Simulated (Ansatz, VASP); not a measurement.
**Two plane-wave programs on SiMo3**

```
CELL_PARAMETERS angstrom
4.90645 0.00000 0.00000
0.00000 4.90645 0.00000
0.00000 0.00000 4.90645
ATOMIC_POSITIONS crystal
Si 0.00000 0.00000 0.00000
Si 0.50000 0.50000 0.50000
Mo 0.25000 0.00000 0.50000
Mo 0.50000 0.75000 0.00000
Mo 0.75000 0.00000 0.50000
Mo 0.50000 0.25000 0.00000
Mo 0.00000 0.50000 0.75000
Mo 0.00000 0.50000 0.25000
```

Alike in both runs: task relaxation of cell and atoms; functional PBE; dispersion D3(BJ); k mesh 8 × 8 × 8; occupations gaussian, width 0.1 eV; no spin polarisation.

|  | VASP | Ansatz |
| --- | --- | --- |
| version | VASP 6.6.1 | Ansatz 0.2.0 |
| potentials or method | VASP PAW PBE potentials, release 64 (Si, Mo_sv), cutoff 600 eV | scalar-relativistic, plane waves, PAW |
| valence electrons in the cell | 92 | 92 |

|  | VASP | Ansatz | Ansatz less VASP |
| --- | --- | --- | --- |
| gap on the k mesh at the Fermi level, each at its own relaxed structure (eV) | none | none | - |
| relaxed volume (Å³/atom) | 14.35 | 14.33 | -0.025 |
| relaxed length of the cell vector where the two differ most in proportion (Å) | 4.860 | 4.858 | -0.0029 |

A gap of «none» marks a metal or a gap that the smearing closes.
